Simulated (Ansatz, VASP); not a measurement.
## Sr: VASP beside Ansatz

```
Sr
1.0
     3.66865    0.00000    0.00000
     0.00000    3.66865    0.00000
     0.00000    0.00000    3.66865
Sr
1
Direct
  0.00000 0.00000 0.00000
```

Alike in both runs: functional LDA; k mesh 8 × 8 × 8; occupations fermi-dirac, width 0.1 eV; no spin polarisation.

Ansatz relaxed the structure, and its values are those at the end. VASP's run is a single point on that final structure, the one shown.

```csv
,VASP,Ansatz
version,VASP 6.6.1,Ansatz 0.2.0
potentials or method,"VASP PAW LDA potentials, release 64 (Sr_sv), cutoff 520 eV","plane waves (420 eV) with PAW, scalar-relativistic"
valence electrons in the cell,10,10
```

```csv
,VASP,Ansatz,Ansatz less VASP
pressure (GPa),0.0,0.0,+0.02
```

Ansatz warns that its potentials were made for another functional, while VASP's fit it. LDA's correlation is that of Perdew and Zunger in VASP and of Perdew and Wang (1992) in Ansatz.
